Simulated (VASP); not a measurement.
Here is a VASP 6.6.1 calculation.

The input INCAR:

```
SYSTEM = MgO
PREC     = Accurate       ! precision mode
ENCUT    = 600            ! plane-wave cutoff, eV
EDIFF    = 1E-7           ! SCF threshold, eV
ISMEAR   = 0              ! smearing method
SIGMA    = 0.02           ! smearing width, eV
LREAL    = .FALSE.        ! projectors in reciprocal space
LASPH    = .TRUE.         ! aspherical terms in the spheres
NELM     = 120            ! most SCF steps
ALGO     = Normal         ! electronic algorithm
ISIF     = 3              ! what is computed and relaxed
LWAVE    = .FALSE.        ! write WAVECAR
LCHARG   = .FALSE.        ! write CHGCAR
GGA      = PE             ! functional
IBRION   = 2              ! ionic algorithm
NSW      = 100            ! ionic steps
EDIFFG   = -0.002         ! ionic threshold
PSTRESS  = 43.0         
GGA_COMPAT= .FALSE.      
NELMIN   = 4
```

File KPOINTS:

```
regular mesh
0
G
  10 10 10
  0 0 0
```

Contents of POSCAR:

```
MgO
1.0
    0.0000000000      2.1085000000      2.1085000000
    2.1085000000      0.0000000000      2.1085000000
    2.1085000000      2.1085000000      0.0000000000
Mg O
1 1
Direct
    0.0000000000      0.0000000000      0.0000000000
    0.5000000000      0.5000000000      0.5000000000
```

Potentials or basis: VASP PAW PBE potentials, release 64 (Mg, O).

Run with:

```console
$ cat potpaw_PBE.64/Mg/POTCAR potpaw_PBE.64/O/POTCAR > POTCAR
$ mpirun -np 1 vasp_std > vasp.out
```

**Question.** Predict the relaxed volume.

**Answer.** 9.31 Å³/atom.

**Question.** Predict the band gap on the k mesh.

**Answer.** 4.76 eV.

**Question.** What does it give for the space group after relaxing (to 0.1 Å)?

**Answer.** Fm-3m (No. 225).

Step by step:
| step | energy change (eV) | largest force (eV/Å) | pressure (GPa) | volume (Å³) |
| --- | --- | --- | --- | --- |
| 1 | 0.0000 | 0.0000 | 3.12 | 18.75 |
| 2 | 0.0046 | 0.0000 | 4.80 | 18.56 |
| 3 | 0.0031 | 0.0000 | 4.30 | 18.62 |

Caveat: the cell is relaxed towards a set pressure, so the run minimises the enthalpy, not the energy.
